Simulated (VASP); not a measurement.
# Si2W in VASP: further runs

Runs on Si2W. Level: LDA. Tasks: electric field gradients.

All numbers are computed with VASP 6.6.1; they aren't measurements. Logs are shortened: lines on timing, memory, paths and dates and some standing lists are left out, and cuts for length are marked.

## (1) The cell of the first run

The structure is tetragonal, space group I4/mmm (No. 139). Conventional cell: a = 3.275 Å, b = 3.275 Å, c = 8.035 Å, α = 90.00°, β = 90.00°, γ = 90.00°. Within 3.5 Å of Si (site symmetry 4mm) lie 9 Si at 2.67 to 3.27 Å and 5 W at 2.68 Å. Within 3.5 Å of W (site symmetry 4/mmm) lie 10 Si at 2.68 Å and 4 W at 3.27 Å.

## (2) Electric field gradients, LDA (14.36 Å³/atom)

Contents of INCAR:

```
ALGO     = Normal         # electronic algorithm
EDIFF    = 1E-8           # SCF threshold, eV
ENCUT    = 400            # plane-wave cutoff, eV
GGA      = CA             # functional
GGA_COMPAT= False        
ISIF     = 2              # what is computed and relaxed
ISMEAR   = -1             # smearing method
ISYM     = 0            
LASPH    = True           # aspherical terms in the spheres
LCHARG   = False          # write CHGCAR
LEFG     = True         
LREAL    = False          # projectors in reciprocal space
LWAVE    = False          # write WAVECAR
NBANDS   = 18             # bands
NELM     = 120            # most SCF steps
PREC     = Accurate       # precision mode
SIGMA    = 0.05           # smearing width, eV
```

Contents of KPOINTS:

```
k-points
0
Gamma
  11 11 14
```

Contents of POSCAR:

```
Si2W
1.0
   -1.6374981928      1.6374981928      4.0172745203
    1.6374981928     -1.6374981928      4.0172745203
    1.6374981928      1.6374981928     -4.0172745203
Si W
2 1
Direct
    0.3330000000      0.3330000000      0.0000000000
    0.6670000000      0.6670000000      0.0000000000
    0.0000000000      0.0000000000      0.0000000000
```

Potentials or basis: VASP PAW LDA potentials, release 64 (Si, W_sv).

Launch:

```
> cat potpaw_LDA.64/Si/POTCAR potpaw_LDA.64/W_sv/POTCAR > POTCAR
> mpirun -np 1 vasp_std > vasp.out
```

OUTCAR:

```text
EDIFF = 1E-8
   ENCUT = 400
   GGA = CA
   ISIF = 2
   ISMEAR = -1
   ISYM = 0
   LASPH = True
   LREAL = False
   NELM = 120
   PREC = Accurate

 ion  position               nearest neighbor table
   1  0.333  0.333  0.000-   2 2.67   2 2.67   2 2.67   2 2.67   3 2.68   3 2.68   3 2.68   3 2.68
                             3 2.68   2 2.68
   2  0.667  0.667  0.000-   1 2.67   1 2.67   1 2.67   1 2.67   3 2.68   3 2.68   3 2.68   3 2.68
                             3 2.68   1 2.68
   3  0.000  0.000  0.000-   1 2.68   2 2.68   2 2.68   1 2.68   2 2.68   2 2.68   2 2.68   1 2.68
                             1 2.68   1 2.68

IMPORTANT INFORMATION: All symmetrisations will be switched off!
NOSYMM: (Re-)initialisation of all symmetry stuff for point group C_1.

----------------------------------------------------------------------------------------

                                     Primitive cell

  volume of cell :      43.0877

  direct lattice vectors                    reciprocal lattice vectors
    -1.637498193  1.637498193  4.017274520     0.000000000  0.305343848  0.124462493
     1.637498193 -1.637498193  4.017274520     0.305343848  0.000000000  0.124462493
     1.637498193  1.637498193 -4.017274520     0.305343848  0.305343848  0.000000000

  length of vectors
     4.636948914  4.636948914  4.636948914     0.329735921  0.329735921  0.431821412

  position of ions in fractional coordinates (direct lattice)
     0.333000000  0.333000000  0.000000000
     0.667000000  0.667000000  0.000000000
     0.000000000  0.000000000  0.000000000

  ion indices of the primitive-cell ions
   primitive index   ion index
                 1           1
                 2           2
                 3           3

----------------------------------------------------------------------------------------

 KPOINTS: k-points

Automatic generation of k-mesh.
 Grid dimensions read from file:
 generate k-points for:   11   11   14

 Generating k-lattice:

  Cartesian coordinates                     Fractional coordinates (reciprocal lattice)
     0.000000000  0.027758532  0.011314772     0.090909091  0.000000000 -0.000000000
     0.027758532  0.000000000  0.011314772     0.000000000  0.090909091 -0.000000000
     0.021810275  0.021810275  0.000000000     0.000000000  0.000000000  0.071428571

  Length of vectors
     0.029975993  0.029975993  0.030844387

  Shift w.r.t. Gamma in fractional coordinates (k-lattice)
     0.000000000  0.000000000  0.000000000

 -----------------------------------------------------------------------------
|                                                                             |
|           W    W    AA    RRRRR   N    N  II  N    N   GGGG   !!!           |
|           W    W   A  A   R    R  NN   N  II  NN   N  G    G  !!!           |
|           W    W  A    A  R    R  N N  N  II  N N  N  G       !!!           |
|           W WW W  AAAAAA  RRRRR   N  N N  II  N  N N  G  GGG   !            |
|           WW  WW  A    A  R   R   N   NN  II  N   NN  G    G                |
|           W    W  A    A  R    R  N    N  II  N    N   GGGG   !!!           |
|                                                                             |
|     Your reciprocal lattice and k-lattice belong to different lattice       |
|     classes:                                                                |
|                                                                             |
|        The reciprocal lattice is body-centered tetragonal,                  |
|        whereas your k-lattice is base-centered monoclinic.                  |
|                                                                             |
|     Results are often still useful ...                                      |
|                                                                             |
 -----------------------------------------------------------------------------

 WARNING: IBZKPT: internal override: KBLOWUP is changed to .FALSE.
      ... skipping the blow-up phase ...

 Subroutine IBZKPT returns following result:
 ===========================================

 Found    848 irreducible k-points:

[... 37 lines left out ...]
   ISTART =      0    job   : 0-new  1-cont  2-samecut
   ICHARG =      2    charge: 1-file 2-atom 10-const
   ISPIN  =      1    spin polarized calculation?
   LNONCOLLINEAR =      F non collinear calculations
   LSORBIT =      F    spin-orbit coupling
   LASPH  =      T    aspherical Exc in radial PAW
   ENCUT  =  400.0 eV  29.40 Ry    5.42 a.u.   7.56  7.56  7.56*2*pi/ulx,y,z
   NELM   =    120;   NELMIN=  2; NELMDL= -5     # of ELM steps
   EDIFF  = 0.1E-07   stopping-criterion for ELM
   LREAL  =      F    real-space projection
   EDIFFG = 0.1E-06   stopping-criterion for IOM
   NSW    =      0    number of steps for IOM
   IBRION =     -1    ionic relax: 0-MD 1-quasi-New 2-CG
   NFREE  =      0    steps in history (QN), initial steepest desc. (CG)
   ISIF   =      2    stress and relaxation
   ISYM   =      0    0-nonsym 1-usesym 2-fastsym
   POTIM  = 0.5000    time-step for ionic-motion
   TEBEG  =    0.0;   TEEND  =   0.0 temperature during run
   PSTRESS=    0.0 pullay stress
   NELECT =      22.0000    total number of electrons
   NUPDOWN=      -1.0000    fix difference up-down
   EMIN   =  10.00;   EMAX   =-10.00  energy-range for DOS
   EFERMI =   0.00;   METHOD = LEGACY
   ISMEAR =    -1;   SIGMA  =   0.05  broadening in eV -4-tet -1-fermi 0-gaus
   EFERMI_NEDOS =   21; number of points for ismear=-14 and -15
   IALGO  =     38    algorithm
   IMIX   =      4    mixing-type and parameters
     AMIX     =   0.40;   BMIX     =  1.00
     AMIX_MAG =   1.60;   BMIX_MAG =  1.00
  volume/ion in A,a.u.               =      14.36        96.92
  Fermi-wavevector in a.u.,A,eV,Ry     =   1.308473  2.472655 23.294546  1.712101
  Thomas-Fermi vector in A             =   2.439137
   LORBIT       =      0    0 simple, 1 ext, 2 COOP (PROOUT), +10 PAW based schemes
   GGA     = CA    functional components
   LHFCALC =     F    Hartree Fock is set to
   AEXX    =    0.0000 exact exchange contribution
   IVDW    =     0    specifies the selected vdW correction
   LEPSILON=     F    determine dielectric tensor
   LRPA    =     F    only Hartree local field effects (RPA)
 non-spin polarized calculation
  energy-cutoff  :      400.00
  volume of cell :       43.09
 maximum number of plane-waves:       799
   NGX = 15   NGY = 15   NGZ = 15

 number of electron      22.0000001 magnetization

 Free energy of the ion-electron system (eV)
  ---------------------------------------------------
  ext. energy  EPLUGINS =         0.00000000
  ---------------------------------------------------
  free energy    TOTEN  =       -27.14262668 eV

  energy without entropy =      -27.13996243  energy(sigma->0) =      -27.14129456

 E-fermi :  10.9837     XC(G=0): -12.3504

 val. band max:       10.9725009566   @ k =   0.1818   0.2727   0.2857
 cond. band min:      10.9925801665   @ k =  -0.2727  -0.1818   0.2857
 fundamental gap:      0.0200792099
 Fermi energy:        10.9837165235

 k-point     1 :       0.0000    0.0000    0.0000
  band No.  band energies     occupation
      1     -62.5623      2.00000
      2     -27.0387      2.00000
      3     -27.0140      2.00000
      4     -27.0138      2.00000
      5      -2.5006      2.00000
      6       4.6045      2.00000
[... 481 lines left out ...]
      5       0.9024      2.00000
      6       2.6022      2.00000
[... 10 lines left out ...]
     17      17.7712      0.00000
     18      18.8784      0.00000

 [... further k-points ...]

------------------------ aborting loop because EDIFF is reached ----------------------------------------

  FORCE on cell =-STRESS in cart. coord.  units (eV):
  Direction    XX          YY          ZZ          XY          YZ          ZX
  --------------------------------------------------------------------------------------
  -------------------------------------------------------------------------------------
  Total       -4.3066798     -4.3066799     -5.4181962      0.0122563     -0.0011875     -0.0011874
  in kB     -160.1400674   -160.1400690   -201.4708171      0.4557399     -0.0441561     -0.0441541
  external PRESSURE =    -173.9169845 kB  Pullay stress =       0.0000000 kB

 VOLUME and BASIS-vectors are now :
 -----------------------------------------------------------------------------
  energy-cutoff  :      400.00
  volume of cell :       43.09
      direct lattice vectors                 reciprocal lattice vectors
    -1.637498193  1.637498193  4.017274520     0.000000000  0.305343848  0.124462493
     1.637498193 -1.637498193  4.017274520     0.305343848  0.000000000  0.124462493
     1.637498193  1.637498193 -4.017274520     0.305343848  0.305343848  0.000000000

 POSITION                                       TOTAL-FORCE (eV/Angst)
 -----------------------------------------------------------------------------------
      0.00000      0.00000      2.67550         0.000019      0.000019      0.421759
      0.00000      0.00000      5.35904        -0.000019     -0.000019     -0.421759
      0.00000      0.00000      0.00000         0.000000      0.000000     -0.000000
 -----------------------------------------------------------------------------------
    total drift:                                0.000000      0.000000     -0.000000

  FREE ENERGIE OF THE ION-ELECTRON SYSTEM (eV)
  ---------------------------------------------------
  free  energy   TOTEN  =       -27.1426266843 eV

  energy  without entropy=      -27.1399624320  energy(sigma->0) =      -27.14129456

 Electric field gradients (V/A^2)
---------------------------------------------------------------------
 ion       V_xx      V_yy      V_zz      V_xy      V_xz      V_yz
---------------------------------------------------------------------
   1       4.111     4.111    -8.222     0.098    -0.001    -0.001
   2       4.111     4.111    -8.222     0.098    -0.001    -0.001
   3      57.468    57.468  -114.936     0.176     0.004     0.004
---------------------------------------------------------------------

 Electric field gradients after diagonalization (V/A^2)
 (convention: |V_zz| > |V_xx| > |V_yy|)
----------------------------------------------------------------------
 ion       V_xx      V_yy      V_zz     asymmetry (V_yy - V_xx)/ V_zz
----------------------------------------------------------------------
   1       4.209     4.013    -8.222       0.024
   2       4.209     4.013    -8.222       0.024
   3      57.644    57.292  -114.936       0.003
----------------------------------------------------------------------

           NMR quadrupolar parameters

 Cq : quadrupolar parameter    Cq=e*Q*V_zz/h
 eta: asymmetry parameters     (V_yy - V_xx)/ V_zz
 Q  : nuclear electric quadrupole moment in mb (millibarn)
----------------------------------------------------------------------
 ion       Cq(MHz)       eta       Q (mb)
----------------------------------------------------------------------
   1      -0.020       0.024       1.000
   2      -0.020       0.024       1.000
   3      -0.278       0.003       1.000
----------------------------------------------------------------------
```

It took 6.4 min on 1 thread of Intel Xeon Platinum 8488C (Sapphire Rapids), shared host; peak memory 0.49 GiB.

Results:

| Item | Value |
| --- | --- |
| Free energy | -27.1426 eV |
| Pressure | -17.4 GPa |
| Largest force | 0.422 eV/Å |
| Band gap on the k mesh | zero (bands 11 and 12 overlap by 1.16 eV) |
| Largest electric field gradient by atom | Si -8.2; W -114.9 V/Å² |

Forces on the atoms (eV/Å):
```
Si   0.000  0.000  0.422
Si   0.000  0.000 -0.422
W    0.000  0.000  0.000
```

Levels at points of the mesh, in eV from the Fermi level:
```csv
k point,band 7,band 8,band 9,band 10,band 11,band 12,band 13,band 14,band 15,band 16
"(0.00, 0.00, 0.00)",-3.86,-3.02,-2.66,-2.66,0.62,2.34,3.08,3.08,3.18,4.18
"(0.00, 0.00, 0.50)",-5.66,-5.54,-4.76,-3.02,-1.55,2.44,2.66,2.79,3.54,4.39
```

Electric field gradients, principal values (V/Å²):
```csv
atom,least,middle,greatest (by size)
1 Si,4.013,4.209,-8.222
2 Si,4.013,4.209,-8.222
3 W,57.292,57.644,-114.936
```

Caveat: the cell stands under tension; without QUAD_EFG the Cq values of the log hold for a quadrupole moment of 1 mb, not for the nuclei; spin-orbit coupling is left out, which moves the levels of the heavy elements.

(Continued in part 2 of 3.)
